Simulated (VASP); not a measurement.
# C (R-3m) in VASP: a series of runs

The runs below take C through single point, with r2SCAN.

Program: VASP 6.6.1. These are calculated values, not measurements. Logs are shortened: lines on timing, memory, paths and dates and some standing lists are left out, and cuts for length are marked.

**1. The cell of the first run**

The structure is trigonal, space group R-3m (No. 166). Conventional cell: a = 2.446 Å, b = 2.446 Å, c = 24.639 Å, α = 90.00°, β = 90.00°, γ = 120.00°. C (site symmetry 3m) has 3 C at 1.41 Å within 1.9 Å. C (site symmetry 3m) has 3 C at 1.41 Å within 1.9 Å.

**2. Single point, r2SCAN**

POSCAR

```
C
1.0
    1.2228265689      0.7059966919      8.2130148605
   -1.2228265689      0.7059966919      8.2130148605
    0.0000000000     -1.4119933838      8.2130148605
C
4
Direct
    0.9128300000      0.9128300000      0.9128300000
    0.2461500000      0.2461500000      0.2461500000
    0.7538500000      0.7538500000      0.7538500000
    0.0871700000      0.0871700000      0.0871700000
```

INCAR.step1

```
SYSTEM = C
PREC     = Accurate       ! precision mode
ENCUT    = 520            ! plane-wave cutoff, eV
ISMEAR   = -1             ! smearing method
SIGMA    = 0.1            ! smearing width, eV
LREAL    = .FALSE.        ! projectors in reciprocal space
LASPH    = .TRUE.         ! aspherical terms in the spheres
NELM     = 60             ! most SCF steps
NBANDS   = 16             ! bands
GGA      = PE             ! functional
ALGO     = Normal         ! electronic algorithm
EDIFF    = 1E-4           ! SCF threshold, eV
LWAVE    = .TRUE.         ! write WAVECAR
LCHARG   = .FALSE.        ! write CHGCAR
```

INCAR.step2

```
SYSTEM = C
PREC     = Accurate       ! precision mode
ENCUT    = 520            ! plane-wave cutoff, eV
EDIFF    = 1E-6           ! SCF threshold, eV
ISMEAR   = -1             ! smearing method
SIGMA    = 0.1            ! smearing width, eV
LREAL    = .FALSE.        ! projectors in reciprocal space
LASPH    = .TRUE.         ! aspherical terms in the spheres
NELM     = 60             ! most SCF steps
ALGO     = Normal         ! electronic algorithm
ISIF     = 2              ! what is computed and relaxed
LWAVE    = .FALSE.        ! write WAVECAR
LCHARG   = .TRUE.         ! write CHGCAR
METAGGA  = R2SCAN         ! meta-GGA
LMIXTAU  = .TRUE.       
LELF     = .TRUE.         ! ELF
LVHAR    = .TRUE.       
NBANDS   = 16             ! bands
ISTART   = 1
```

KPOINTS

```
Automatic mesh
0
G
  11 11 11
  0 0 0
```

Potentials or basis: VASP PAW PBE potentials, release 64 (C).

The run is started by

```console
cat potpaw_PBE.64/C/POTCAR > POTCAR
cp INCAR.step1 INCAR
mpirun -np 1 vasp_std > vasp.out
cp INCAR.step2 INCAR
mpirun -np 1 vasp_std > vasp.out
```

OUTCAR:

```text
SYSTEM = C
   PREC = Accurate
   ENCUT = 520
   EDIFF = 1E-6
   ISMEAR = -1
   LREAL = .FALSE.
   LASPH = .TRUE.
   NELM = 60
   ISIF = 2
   METAGGA = R2SCAN
   ISTART = 1

 ion  position               nearest neighbor table
   1  0.913  0.913  0.913-   2 1.41   2 1.41   2 1.41
   2  0.246  0.246  0.246-   1 1.41   1 1.41   1 1.41
   3  0.754  0.754  0.754-   4 1.41   4 1.41   4 1.41
   4  0.087  0.087  0.087-   3 1.41   3 1.41   3 1.41

  LATTYP: Found a trigonal (rhomboedric) cell.
 ALAT       =     8.3335076196
 COS(alpha) =     0.9569370225

  Lattice vectors:

 A1 = (   1.2228265689,   0.7059966919,   8.2130148605)
 A2 = (  -1.2228265689,   0.7059966919,   8.2130148605)
 A3 = (   0.0000000000,  -1.4119933838,   8.2130148605)

Analysis of symmetry for initial positions (statically):
=====================================================================
 Subroutine PRICEL returns:
 Original cell was already a primitive cell.

 Routine SETGRP: Setting up the symmetry group for a
 trigonal (rhombohedral) supercell.

 Subroutine GETGRP returns: Found 12 space group operations
 (whereof 12 operations were pure point group operations)
 out of a pool of 12 trial point group operations.

The static configuration has the point symmetry D_3d.

Analysis of symmetry for dynamics (positions and initial velocities):
=====================================================================
 Subroutine PRICEL returns:
 Original cell was already a primitive cell.

 Routine SETGRP: Setting up the symmetry group for a
 trigonal (rhombohedral) supercell.

 Subroutine GETGRP returns: Found 12 space group operations
 (whereof 12 operations were pure point group operations)
 out of a pool of 12 trial point group operations.

The dynamic configuration has the point symmetry D_3d.

 Subroutine INISYM returns: Found 12 space group operations
 (whereof 12 operations are pure point group operations),
 and found     1 'primitive' translations

----------------------------------------------------------------------------------------

                                     Primitive cell

  volume of cell :      42.5423

  direct lattice vectors                    reciprocal lattice vectors
     1.222826569  0.705996692  8.213014860     0.408888728  0.236072872  0.040585989
    -1.222826569  0.705996692  8.213014860    -0.408888728  0.236072872  0.040585989
     0.000000000 -1.411993384  8.213014860     0.000000000 -0.472145744  0.040585989

  length of vectors
     8.333507620  8.333507620  8.333506970     0.473885656  0.473885656  0.473886934

  position of ions in fractional coordinates (direct lattice)
     0.912830000  0.912830000  0.912830000
     0.246150000  0.246150000  0.246150000
     0.753850000  0.753850000  0.753850000
     0.087170000  0.087170000  0.087170000

  ion indices of the primitive-cell ions
   primitive index   ion index
                 1           1
                 2           2
                 3           3
                 4           4

----------------------------------------------------------------------------------------

 KPOINTS: Automatic mesh

Automatic generation of k-mesh.
 Grid dimensions read from file:
 generate k-points for:   11   11   11

 Generating k-lattice:

  Cartesian coordinates                     Fractional coordinates (reciprocal lattice)
     0.037171703  0.021461170  0.003689635     0.090909091  0.000000000  0.000000000
    -0.037171703  0.021461170  0.003689635     0.000000000  0.090909091  0.000000000
     0.000000000 -0.042922340  0.003689635     0.000000000  0.000000000  0.090909091

  Length of vectors
     0.043080514  0.043080514  0.043080630

  Shift w.r.t. Gamma in fractional coordinates (k-lattice)
     0.000000000  0.000000000  0.000000000

 Subroutine IBZKPT returns following result:
 ===========================================

 Found    146 irreducible k-points:

 Following reciprocal coordinates:
            Coordinates               Weight
  0.000000  0.000000  0.000000      1.000000
  0.090909  0.000000 -0.000000      6.000000
  0.181818  0.000000 -0.000000      6.000000
  0.272727 -0.000000  0.000000      6.000000
  0.363636  0.000000  0.000000      6.000000
  0.454545  0.000000  0.000000      6.000000
[... 16 lines left out ...]
 -0.272727  0.181818 -0.000000     12.000000
 -0.181818  0.181818  0.000000      6.000000
 [... further k-points ...]
   k-points           NKPTS =    146   k-points in BZ     NKDIM =    146   number of bands    NBANDS=     16
   number of dos      NEDOS =    301   number of ions     NIONS =      4
   total plane-waves  NPLWV = 262144
   dimension x,y,z NGX =    64 NGY =   64 NGZ =   64
   dimension x,y,z NGXF=   128 NGYF=  128 NGZF=  128
   ions per type =               4
   NGX,Y,Z   is equivalent  to a cutoff of  12.77, 12.77, 12.77 a.u.
   NGXF,Y,Z  is equivalent  to a cutoff of  25.53, 25.53, 25.53 a.u.
 SYSTEM =  C
   PREC   = accura    normal or accurate (medium, high low for compatibility)
   ISTART =      1    job   : 0-new  1-cont  2-samecut
   ICHARG =      0    charge: 1-file 2-atom 10-const
   ISPIN  =      1    spin polarized calculation?
   LNONCOLLINEAR =      F non collinear calculations
   LSORBIT =      F    spin-orbit coupling
   LASPH  =      T    aspherical Exc in radial PAW
   ENCUT  =  520.0 eV  38.22 Ry    6.18 a.u.  15.49 15.49 15.49*2*pi/ulx,y,z
   NELM   =     60;   NELMIN=  2; NELMDL=  0     # of ELM steps
   EDIFF  = 0.1E-05   stopping-criterion for ELM
   LREAL  =      F    real-space projection
   EDIFFG = 0.1E-04   stopping-criterion for IOM
   NSW    =      0    number of steps for IOM
   IBRION =     -1    ionic relax: 0-MD 1-quasi-New 2-CG
   NFREE  =      0    steps in history (QN), initial steepest desc. (CG)
   ISIF   =      2    stress and relaxation
   ISYM   =      2    0-nonsym 1-usesym 2-fastsym
   POTIM  = 0.5000    time-step for ionic-motion
   TEBEG  =    0.0;   TEEND  =   0.0 temperature during run
   PSTRESS=    0.0 pullay stress
   NELECT =      16.0000    total number of electrons
   NUPDOWN=      -1.0000    fix difference up-down
   EMIN   =  10.00;   EMAX   =-10.00  energy-range for DOS
   EFERMI =   0.00;   METHOD = LEGACY
   ISMEAR =    -1;   SIGMA  =   0.10  broadening in eV -4-tet -1-fermi 0-gaus
   EFERMI_NEDOS =   21; number of points for ismear=-14 and -15
   IALGO  =     38    algorithm
   IMIX   =      4    mixing-type and parameters
     AMIX     =   0.40;   BMIX     =  1.00
     AMIX_MAG =   1.60;   BMIX_MAG =  1.00
  volume/ion in A,a.u.               =      10.64        71.77
  Fermi-wavevector in a.u.,A,eV,Ry     =   1.181701  2.233092 18.999418  1.396418
  Thomas-Fermi vector in A             =   2.317970
   LORBIT       =      0    0 simple, 1 ext, 2 COOP (PROOUT), +10 PAW based schemes
   METAGGA = R2SCAN    functional components
   LHFCALC =     F    Hartree Fock is set to
   AEXX    =    0.0000 exact exchange contribution
   IVDW    =     0    specifies the selected vdW correction
   LEPSILON=     F    determine dielectric tensor
   LRPA    =     F    only Hartree local field effects (RPA)
 non-spin polarized calculation
  energy-cutoff  :      520.00
  volume of cell :       42.54
 maximum number of plane-waves:      1171
 NGX is ok and might be reduce to    64
   NGX = 31   NGY = 31   NGZ = 31

 number of electron      16.0000000 magnetization

 Free energy of the ion-electron system (eV)
  ---------------------------------------------------
  ext. energy  EPLUGINS =         0.00000000
  ---------------------------------------------------
  free energy    TOTEN  =       -39.71477618 eV

  energy without entropy =      -39.71459346  energy(sigma->0) =      -39.71468482

 E-fermi :   3.1290     XC(G=0):  -9.7066

 val. band max:        2.4749783778   @ k =  -0.1818   0.4545   0.0909
 cond. band min:       3.8048346230   @ k =  -0.3636   0.3636   0.0000
 fundamental gap:      1.3298562451
 Fermi energy:         3.1290482094

 k-point     1 :       0.0000    0.0000    0.0000
  band No.  band energies     occupation
      1     -17.8524      2.00000
      2     -17.7974      2.00000
      3      -5.4062      2.00000
      4      -4.7537      2.00000
      5      -0.0840      2.00000
      6      -0.0840      2.00000
[... 8 lines left out ...]
     15      14.7068      0.00000
     16      15.8022      0.00000

 k-point     2 :       0.0909    0.0000   -0.0000
  band No.  band energies     occupation
      1     -17.6427      2.00000
      2     -17.5887      2.00000
      3      -5.1521      2.00000
      4      -4.5076      2.00000
      5      -0.9194      2.00000
      6      -0.9150      2.00000
[... 8 lines left out ...]
     15      14.9976      0.00000
     16      15.0326      0.00000

 k-point     3 :       0.1818    0.0000   -0.0000
  band No.  band energies     occupation
      1     -17.0165      2.00000
      2     -16.9653      2.00000
      3      -4.3974      2.00000
      4      -3.7776      2.00000
      5      -2.9596      2.00000
      6      -2.9511      2.00000
[... 8 lines left out ...]
     15      15.1529      0.00000
     16      15.1625      0.00000

 k-point     4 :       0.2727   -0.0000    0.0000
  band No.  band energies     occupation
      1     -15.9830      2.00000
      2     -15.9362      2.00000
      3      -5.4851      2.00000
      4      -5.4712      2.00000
      5      -3.1706      2.00000
      6      -2.5947      2.00000
[... 8 lines left out ...]
     15      17.0422      0.00000
     16      18.2940      0.00000
[... 324 lines left out ...]
 k-point    22 :      -0.3636    0.1818   -0.0000
  band No.  band energies     occupation
      1     -12.2901      2.00000
      2     -12.2547      2.00000
      3      -9.9226      2.00000
      4      -9.9017      2.00000
      5      -5.9199      2.00000
      6      -5.9110      2.00000
[... 8 lines left out ...]
     15      16.0755      0.00000
     16      17.2145      0.00000

 k-point    23 :      -0.2727    0.1818   -0.0000
  band No.  band energies     occupation
      1     -13.9720      2.00000
      2     -13.9305      2.00000
      3      -7.7939      2.00000
      4      -7.7787      2.00000
      5      -5.4085      2.00000
      6      -5.3995      2.00000
[... 8 lines left out ...]
     15      17.1379      0.00000
     16      17.5365      0.00000

 k-point    24 :      -0.1818    0.1818    0.0000
  band No.  band energies     occupation
      1     -15.3720      2.00000
      2     -15.3258      2.00000
      3      -5.7933      2.00000
      4      -5.7827      2.00000
      5      -4.2468      2.00000
      6      -4.2389      2.00000
[... 8 lines left out ...]
     15      15.7182      0.00000
     16      15.7826      0.00000

 [... further k-points ...]

------------------------ aborting loop because EDIFF is reached ----------------------------------------

  FORCE on cell =-STRESS in cart. coord.  units (eV):
  Direction    XX          YY          ZZ          XY          YZ          ZX
  --------------------------------------------------------------------------------------
  -------------------------------------------------------------------------------------
  Total        1.4374926      1.4374822     -0.1902547      0.0000000      0.0000000     -0.0000000
  in kB       54.1370777     54.1366856     -7.1651390      0.0000000      0.0000000     -0.0000000
  external PRESSURE =      33.7028748 kB  Pullay stress =       0.0000000 kB

 VOLUME and BASIS-vectors are now :
 -----------------------------------------------------------------------------
  energy-cutoff  :      520.00
  volume of cell :       42.54
      direct lattice vectors                 reciprocal lattice vectors
     1.222826569  0.705996692  8.213014860     0.408888728  0.236072872  0.040585989
    -1.222826569  0.705996692  8.213014860    -0.408888728  0.236072872  0.040585989
     0.000000000 -1.411993384  8.213014860     0.000000000 -0.472145744  0.040585989

 POSITION                                       TOTAL-FORCE (eV/Angst)
 -----------------------------------------------------------------------------------
      0.00000      0.00000     22.49126        -0.000000     -0.000000     -0.000990
      0.00000      0.00000      6.06490         0.000000      0.000000      0.011017
      0.00000      0.00000     18.57414         0.000000     -0.000000     -0.011017
      0.00000      0.00000      2.14779        -0.000000      0.000000      0.000990
 -----------------------------------------------------------------------------------
    total drift:                               -0.000000      0.000000     -0.000000

  FREE ENERGIE OF THE ION-ELECTRON SYSTEM (eV)
  ---------------------------------------------------
  free  energy   TOTEN  =       -39.7147761845 eV

  energy  without entropy=      -39.7145934586  energy(sigma->0) =      -39.71468482
```

Wall time 43 min (1 thread of Intel Xeon 6975P-C (Granite Rapids), shared host); peak memory 0.6 GiB.

Results:

| Property | Result |
| --- | --- |
| Free energy | -39.7148 eV |
| Pressure | 3.4 GPa |
| Largest force | 0.011 eV/Å |

Forces in eV/Å, atoms in the order of the input:
```
C    0.000  0.000 -0.001
C    0.000  0.000  0.011
C    0.000  0.000 -0.011
C    0.000  0.000  0.001
```

Caveat: the cell stands under pressure; the PAW data sets were made with another functional, which shifts forces and pressure a little.

(Continued in part 2 of 2.)
